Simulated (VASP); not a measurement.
# ZnS (Cmc2_1) in VASP: single point with r2SCAN

Aim: the single point of ZnS with r2SCAN.

Program: VASP 6.6.1. These are calculated values, not measurements. Logs are shortened: lines on timing, memory, paths and dates and some standing lists are left out, and cuts for length are marked.

### Step 1. The cell of the first run

It takes space group Cmc2_1 (No. 36, orthorhombic). Conventional cell: a = 3.786 Å, b = 6.591 Å, c = 6.244 Å, α = 90.00°, β = 90.00°, γ = 90.00°. Zn (site symmetry m) has 4 S at 2.33 Å within 3.1 Å. Within 3.1 Å of S (site symmetry m) lie 4 Zn at 2.33 Å.

### Step 2. Single point, r2SCAN (uniaxial x strain -0.5%)

Input file POSCAR:

```
ZnS
1.0
    3.7864230623      0.0000000000      0.0000000000
   -1.8932115312      3.2956166447      0.0000000000
    0.0000000000      0.0000000000      6.2439931235
Zn S
2 2
Direct
    0.3333825288      0.6667650577      0.0006191035
    0.6666174712      0.3332349423      0.5006191035
    0.3339667580      0.6679335159      0.3743808965
    0.6660332420      0.3320664841      0.8743808965
```

Input file INCAR.step1:

```
SYSTEM = ZnS
  PREC = Accurate
  ENCUT = 520
  ISMEAR = 0
  SIGMA = 0.01
  LREAL = .False.
  LASPH = .True.
  NELM = 100
  NBANDS = 26
  GGA = PE
  ALGO = Normal
  EDIFF = 1E-4
  LWAVE = .True.
  LCHARG = .False.
```

Input file INCAR.step2:

```
SYSTEM = ZnS
  PREC = Accurate
  ENCUT = 520
  EDIFF = 1E-6
  ISMEAR = 0
  SIGMA = 0.01
  LREAL = .False.
  LASPH = .True.
  NELM = 100
  ALGO = Normal
  ISIF = 2
  LWAVE = .False.
  LCHARG = .False.
  METAGGA = R2SCAN
  LMIXTAU = .True.
  NBANDS = 26
  ISTART = 1
```

Input file KPOINTS:

```
regular mesh
0
Gamma
  12 12 4
  0 0 0
```

Potentials or basis: VASP PAW PBE potentials, release 64 (Zn, S).

On the command line:

```console
$ cat potpaw_PBE.64/Zn/POTCAR potpaw_PBE.64/S/POTCAR > POTCAR
$ cp INCAR.step1 INCAR
$ mpirun -np 1 vasp_std > vasp.out
$ cp INCAR.step2 INCAR
$ mpirun -np 1 vasp_std > vasp.out
```

OUTCAR:

```text
SYSTEM = ZnS
   PREC = Accurate
   ENCUT = 520
   EDIFF = 1E-6
   ISMEAR = 0
   LREAL = .False.
   LASPH = .True.
   NELM = 100
   ISIF = 2
   METAGGA = R2SCAN
   ISTART = 1

 ion  position               nearest neighbor table
   1  0.333  0.667  0.001-   4 2.33   4 2.33   4 2.33   3 2.33
   2  0.667  0.333  0.501-   3 2.33   3 2.33   3 2.33   4 2.33
   3  0.334  0.668  0.374-   2 2.33   2 2.33   2 2.33   1 2.33
   4  0.666  0.332  0.874-   1 2.33   1 2.33   1 2.33   2 2.33

  LATTYP: Found a base centered orthorhombic cell.
 ALAT       =     3.7864230623
 B/A-ratio  =     1.7407545805
 C/A-ratio  =     1.6490479328

  Lattice vectors:

 A1 = (   1.8932115312,  -3.2956166447,   0.0000000000)
 A2 = (   1.8932115311,   3.2956166447,   0.0000000000)
 A3 = (   0.0000000000,   0.0000000000,   6.2439931235)

Analysis of symmetry for initial positions (statically):
=====================================================================
 Subroutine PRICEL returns:
 Original cell was already a primitive cell.

 Routine SETGRP: Setting up the symmetry group for a
 base centered orthorhombic supercell.

 Subroutine GETGRP returns: Found  4 space group operations
 (whereof  2 operations were pure point group operations)
 out of a pool of  8 trial point group operations.

The static configuration has the point symmetry C_1h.
 The point group associated with its full space group is C_2v.

Analysis of symmetry for dynamics (positions and initial velocities):
=====================================================================
 Subroutine PRICEL returns:
 Original cell was already a primitive cell.

 Routine SETGRP: Setting up the symmetry group for a
 base centered orthorhombic supercell.

 Subroutine GETGRP returns: Found  4 space group operations
 (whereof  2 operations were pure point group operations)
 out of a pool of  8 trial point group operations.

The dynamic configuration has the point symmetry C_1h.
 The point group associated with its full space group is C_2v.

 Subroutine INISYM returns: Found  4 space group operations
 (whereof  2 operations are pure point group operations),
 and found     1 'primitive' translations

----------------------------------------------------------------------------------------

                                     Primitive cell

  volume of cell :      77.9163

  direct lattice vectors                    reciprocal lattice vectors
     3.786423062  0.000000000  0.000000000     0.264101497  0.151716675  0.000000000
    -1.893211531  3.295616645  0.000000000     0.000000000  0.303433350  0.000000000
     0.000000000  0.000000000  6.243993124     0.000000000  0.000000000  0.160153924

  length of vectors
     3.786423062  3.800702431  6.243993124     0.304577659  0.303433350  0.160153924

  position of ions in fractional coordinates (direct lattice)
     0.333382529  0.666765058  0.000619104
     0.666617471  0.333234942  0.500619103
     0.333966758  0.667933516  0.374380896
     0.666033242  0.332066484  0.874380896

  ion indices of the primitive-cell ions
   primitive index   ion index
                 1           1
                 2           2
                 3           3
                 4           4

----------------------------------------------------------------------------------------

 KPOINTS: regular mesh

Automatic generation of k-mesh.
 Grid dimensions read from file:
 generate k-points for:   12   12    4

 Generating k-lattice:

  Cartesian coordinates                     Fractional coordinates (reciprocal lattice)
     0.022008458  0.012643056  0.000000000     0.083333333  0.000000000  0.000000000
     0.000000000  0.025286113  0.000000000     0.000000000  0.083333333  0.000000000
     0.000000000  0.000000000  0.040038481     0.000000000  0.000000000  0.250000000

  Length of vectors
     0.025381472  0.025286113  0.040038481

  Shift w.r.t. Gamma in fractional coordinates (k-lattice)
     0.000000000  0.000000000  0.000000000

 Subroutine IBZKPT returns following result:
 ===========================================

 Found    129 irreducible k-points:

 Following reciprocal coordinates:
            Coordinates               Weight
  0.000000  0.000000  0.000000      1.000000
  0.083333  0.000000  0.000000      4.000000
  0.166667  0.000000  0.000000      4.000000
  0.250000  0.000000  0.000000      4.000000
  0.333333  0.000000  0.000000      4.000000
  0.416667  0.000000  0.000000      4.000000
[... 16 lines left out ...]
  0.333333  0.166667  0.000000      4.000000
  0.416667  0.166667  0.000000      4.000000
 [... further k-points ...]
   k-points           NKPTS =    129   k-points in BZ     NKDIM =    129   number of bands    NBANDS=     26
   number of dos      NEDOS =    301   number of ions     NIONS =      4
   total plane-waves  NPLWV =  37632
   dimension x,y,z NGX =    28 NGY =   28 NGZ =   48
   dimension x,y,z NGXF=    56 NGYF=   56 NGZF=   96
   ions per type =               2   2
   NGX,Y,Z   is equivalent  to a cutoff of  12.29, 12.25, 12.78 a.u.
   NGXF,Y,Z  is equivalent  to a cutoff of  24.59, 24.49, 25.56 a.u.
 SYSTEM =  ZnS
   PREC   = accura    normal or accurate (medium, high low for compatibility)
   ISTART =      1    job   : 0-new  1-cont  2-samecut
   ICHARG =      0    charge: 1-file 2-atom 10-const
   ISPIN  =      1    spin polarized calculation?
   LNONCOLLINEAR =      F non collinear calculations
   LSORBIT =      F    spin-orbit coupling
   LASPH  =      T    aspherical Exc in radial PAW
   ENCUT  =  520.0 eV  38.22 Ry    6.18 a.u.   7.04  7.07 11.61*2*pi/ulx,y,z
   NELM   =    100;   NELMIN=  2; NELMDL=  0     # of ELM steps
   EDIFF  = 0.1E-05   stopping-criterion for ELM
   LREAL  =      F    real-space projection
   EDIFFG = 0.1E-04   stopping-criterion for IOM
   NSW    =      0    number of steps for IOM
   IBRION =     -1    ionic relax: 0-MD 1-quasi-New 2-CG
   NFREE  =      0    steps in history (QN), initial steepest desc. (CG)
   ISIF   =      2    stress and relaxation
   ISYM   =      2    0-nonsym 1-usesym 2-fastsym
   POTIM  = 0.5000    time-step for ionic-motion
   TEBEG  =    0.0;   TEEND  =   0.0 temperature during run
   PSTRESS=    0.0 pullay stress
   NELECT =      36.0000    total number of electrons
   NUPDOWN=      -1.0000    fix difference up-down
   EMIN   =  10.00;   EMAX   =-10.00  energy-range for DOS
   EFERMI =   0.00;   METHOD = LEGACY
   ISMEAR =     0;   SIGMA  =   0.01  broadening in eV -4-tet -1-fermi 0-gaus
   EFERMI_NEDOS =   21; number of points for ismear=-14 and -15
   IALGO  =     38    algorithm
   IMIX   =      4    mixing-type and parameters
     AMIX     =   0.40;   BMIX     =  1.00
     AMIX_MAG =   1.60;   BMIX_MAG =  1.00
  volume/ion in A,a.u.               =      19.48       131.45
  Fermi-wavevector in a.u.,A,eV,Ry     =   1.265609  2.391654 21.793354  1.601766
  Thomas-Fermi vector in A             =   2.398853
   LORBIT       =      0    0 simple, 1 ext, 2 COOP (PROOUT), +10 PAW based schemes
   METAGGA = R2SCAN    functional components
   LHFCALC =     F    Hartree Fock is set to
   AEXX    =    0.0000 exact exchange contribution
   IVDW    =     0    specifies the selected vdW correction
   LEPSILON=     F    determine dielectric tensor
   LRPA    =     F    only Hartree local field effects (RPA)
 non-spin polarized calculation
 Gauss-broadening in eV      SIGMA  =   0.01
  energy-cutoff  :      520.00
  volume of cell :       77.92
 maximum number of plane-waves:      2118
   NGX = 15   NGY = 15   NGZ = 23

 number of electron      35.9999977 magnetization

 Free energy of the ion-electron system (eV)
  ---------------------------------------------------
  ext. energy  EPLUGINS =         0.00000000
  ---------------------------------------------------
  free energy    TOTEN  =       -37.72270795 eV

  energy without entropy =      -37.72270795  energy(sigma->0) =      -37.72270795

 E-fermi :   2.0822     XC(G=0): -10.3416

 val. band max:        1.9866029896   @ k =   0.0000   0.0000   0.0000
 cond. band min:       4.7814381665   @ k =   0.0000   0.0000   0.0000
 fundamental gap:      2.7948351769
 Fermi energy:         2.0822421880

 k-point     1 :       0.0000    0.0000    0.0000
  band No.  band energies     occupation
      1     -11.8227      2.00000
      2     -10.8565      2.00000
      3      -4.5889      2.00000
      4      -4.5729      2.00000
      5      -4.5696      2.00000
      6      -4.4807      2.00000
[... 18 lines left out ...]
     25      10.2307      0.00000
     26      11.8481      0.00000

 k-point     2 :       0.0833    0.0000    0.0000
  band No.  band energies     occupation
      1     -11.7732      2.00000
      2     -10.8282      2.00000
      3      -4.5821      2.00000
      4      -4.5701      2.00000
      5      -4.5617      2.00000
      6      -4.4730      2.00000
[... 18 lines left out ...]
     25      10.4412      0.00000
     26      11.4805      0.00000

 k-point     3 :       0.1667    0.0000    0.0000
  band No.  band energies     occupation
      1     -11.6316      2.00000
      2     -10.7518      2.00000
      3      -4.5824      2.00000
      4      -4.5489      2.00000
      5      -4.5354      2.00000
      6      -4.4521      2.00000
[... 18 lines left out ...]
     25      10.7280      0.00000
     26      11.0687      0.00000

 k-point     4 :       0.2500    0.0000    0.0000
  band No.  band energies     occupation
      1     -11.4190      2.00000
      2     -10.6514      2.00000
      3      -4.5809      2.00000
      4      -4.5188      2.00000
      5      -4.5032      2.00000
      6      -4.4027      2.00000
[... 18 lines left out ...]
     25      11.1184      0.00000
     26      11.3957      0.00000
[... 496 lines left out ...]
      1     -11.0791      2.00000
      2     -10.5400      2.00000
      3      -4.5276      2.00000
      4      -4.4714      2.00000
      5      -4.4317      2.00000
      6      -4.3384      2.00000
[... 18 lines left out ...]
     25      11.3011      0.00000
     26      11.5741      0.00000

 k-point    23 :       0.3333    0.1667    0.0000
  band No.  band energies     occupation
      1     -10.8745      2.00000
      2     -10.5176      2.00000
      3      -4.5348      2.00000
      4      -4.4430      2.00000
      5      -4.3339      2.00000
      6      -4.2707      2.00000
[... 18 lines left out ...]
     25      11.6527      0.00000
     26      12.3393      0.00000

 k-point    24 :       0.4167    0.1667    0.0000
  band No.  band energies     occupation
      1     -10.7778      2.00000
      2     -10.5273      2.00000
      3      -4.5372      2.00000
      4      -4.4349      2.00000
      5      -4.2870      2.00000
      6      -4.2353      2.00000
[... 18 lines left out ...]
     25      11.5164      0.00000
     26      13.2195      0.00000

 [... further k-points ...]
[... 5 lines left out ...]
  --------------------------------------------------------------------------------------
  -------------------------------------------------------------------------------------
  Total        0.3860150      0.2112209      0.1608927     -0.0000000      0.0000000      0.0000000
  in kB        7.9375513      4.3432934      3.3084052     -0.0000000      0.0000000      0.0000000
  external PRESSURE =       5.1964166 kB  Pullay stress =       0.0000000 kB

 VOLUME and BASIS-vectors are now :
 -----------------------------------------------------------------------------
  energy-cutoff  :      520.00
  volume of cell :       77.92
      direct lattice vectors                 reciprocal lattice vectors
     3.786423062  0.000000000  0.000000000     0.264101497  0.151716675  0.000000000
    -1.893211531  3.295616645  0.000000000     0.000000000  0.303433350  0.000000000
     0.000000000  0.000000000  6.243993124     0.000000000  0.000000000  0.160153924

 POSITION                                       TOTAL-FORCE (eV/Angst)
 -----------------------------------------------------------------------------------
     -0.00000      2.19740      0.00387         0.000000     -0.005185     -0.004498
      1.89321      1.09821      3.12586        -0.000000      0.005185     -0.004498
      0.00000      2.20125      2.33763         0.000000     -0.000283      0.004498
      1.89321      1.09436      5.45963        -0.000000      0.000283      0.004498
 -----------------------------------------------------------------------------------
    total drift:                               -0.000000     -0.000000     -0.012996

  FREE ENERGIE OF THE ION-ELECTRON SYSTEM (eV)
  ---------------------------------------------------
  free  energy   TOTEN  =       -37.7227079521 eV

  energy  without entropy=      -37.7227079521  energy(sigma->0) =      -37.72270795
```

Wall time 16 min (1 thread of Intel Xeon Platinum 8259CL at 2.50GHz (Skylake/Cascade Lake), shared host); peak memory 0.35 GiB.

Results:

- Free energy: -37.7227 eV
- Pressure: 0.5 GPa
- Largest force: 0.007 eV/Å
- Band gap on the k mesh: 2.79 eV

Forces on the atoms (eV/Å):
```
Zn   0.000 -0.005 -0.004
Zn   0.000  0.005 -0.004
S    0.000  0.000  0.004
S    0.000  0.000  0.004
```

Caveat: the cell differs from its parent crystal (uniaxial x strain -0.5%); the PAW data sets were made with another functional, which shifts forces and pressure a little. A k mesh can miss the band edges.
